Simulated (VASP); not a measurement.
Si6N, 7 atoms in the cell. The cell holds a slab with vacuum, 7 atoms: a = 3.825 Å, b = 3.825 Å, c = 26.121 Å, α = 90.00°, β = 90.00°, γ = 120.00°. 

| Property | Result |
| --- | --- |
| Program | VASP 6.6.1 |
| Task | single point |
| Functional | PBEsol |
| Potentials or basis | VASP PAW PBE potentials, release 64 (Si, N) |
| Cutoff | 520 eV |
| k mesh | 9 × 9 × 1 |
| Occupations | gaussian, width 0.05 eV |
| Spin | collinear spin, ferromagnetic start |
| Starting moments | [0.0, 0.0, 0.0, 0.0, 0.0, 0.0, 3.0] μB |
| Dipole correction | yes |
| Further INCAR settings | ALGO = Normal; EDIFF = 1e-07; NBANDS = 28 |

Potentials or basis: VASP PAW PBE potentials, release 64 (Si, N).

Run with:

```console
$ cat potpaw_PBE.64/Si/POTCAR potpaw_PBE.64/N/POTCAR > POTCAR
$ mpirun -np 1 vasp_std > vasp.out
```

Hardware: 1 thread of Intel(R) Xeon(R) Platinum 8559C (Emerald Rapids), on a shared host.

Q: How long does it take, and how much memory?

A: Run time: 11 min on 1 thread of Intel(R) Xeon(R) Platinum 8559C (Emerald Rapids), with other jobs on the host, peak memory 0.6 GiB. Counts: scf iterations 41, k points 12.
